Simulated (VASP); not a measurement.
A run of VASP 6.6.1 is set up as follows.

Contents of POSCAR:

```
SnSe
1.0
    0.0000000000      3.0100000000      3.0100000000
    3.0100000000      0.0000000000      3.0100000000
    3.0100000000      3.0100000000      0.0000000000
Sn Se
1 1
Direct
    0.0000000000      0.0000000000      0.0000000000
    0.5000000000      0.5000000000      0.5000000000
```

File INCAR.step1:

```
SYSTEM = SnSe
ALGO     = Normal         ! electronic algorithm
EDIFF    = 1E-5           ! SCF threshold, eV
ENCUT    = 520            ! plane-wave cutoff, eV
GGA      = PE             ! functional
ISIF     = 2              ! what is computed and relaxed
ISMEAR   = -1             ! smearing method
LASPH    = .True.         ! aspherical terms in the spheres
LCHARG   = .False.        ! write CHGCAR
LREAL    = .False.        ! projectors in reciprocal space
LWAVE    = .True.         ! write WAVECAR
NBANDS   = 17             ! bands
NELM     = 100            ! most SCF steps
PREC     = Accurate       ! precision mode
SIGMA    = 0.05           ! smearing width, eV
```

File INCAR.step2:

```
SYSTEM = SnSe
ALGO     = Normal         ! electronic algorithm
EDIFF    = 1E-7           ! SCF threshold, eV
ENCUT    = 520            ! plane-wave cutoff, eV
GGA      = PE             ! functional
HFSCREEN = 0.2079         ! screening, 1/A
ISIF     = 2              ! what is computed and relaxed
ISMEAR   = -1             ! smearing method
ISTART   = 1            
LASPH    = .True.         ! aspherical terms in the spheres
LCHARG   = .False.        ! write CHGCAR
LHFCALC  = .True.         ! exact exchange
LREAL    = .False.        ! projectors in reciprocal space
LWAVE    = .False.        ! write WAVECAR
NBANDS   = 17             ! bands
NELM     = 100            ! most SCF steps
PREC     = Accurate       ! precision mode
PRECFOCK = Normal       
SIGMA    = 0.05           ! smearing width, eV
```

KPOINTS

```
k-points
0
Gamma
  4 4 4
  0 0 0
```

Potentials or basis: VASP PAW PBE potentials, release 64 (Sn_d, Se).

Command:

```console
$ cat potpaw_PBE.64/Sn_d/POTCAR potpaw_PBE.64/Se/POTCAR > POTCAR
$ cp INCAR.step1 INCAR
$ mpirun -np 1 vasp_std > vasp.out
$ cp INCAR.step2 INCAR
$ mpirun -np 1 vasp_std > vasp.out
```

Question: Predict the pressure.

Answer: -1.9 GPa.

Question: Predict the band gap on the k mesh.

Answer: 0.48 eV, direct.

Caveat: the k points lie up to 0.45 Å⁻¹ apart; the PAW data sets were made with another functional, which shifts forces and pressure a little; spin-orbit coupling is left out, which moves the levels of the heavy elements. A k mesh can miss the band edges.
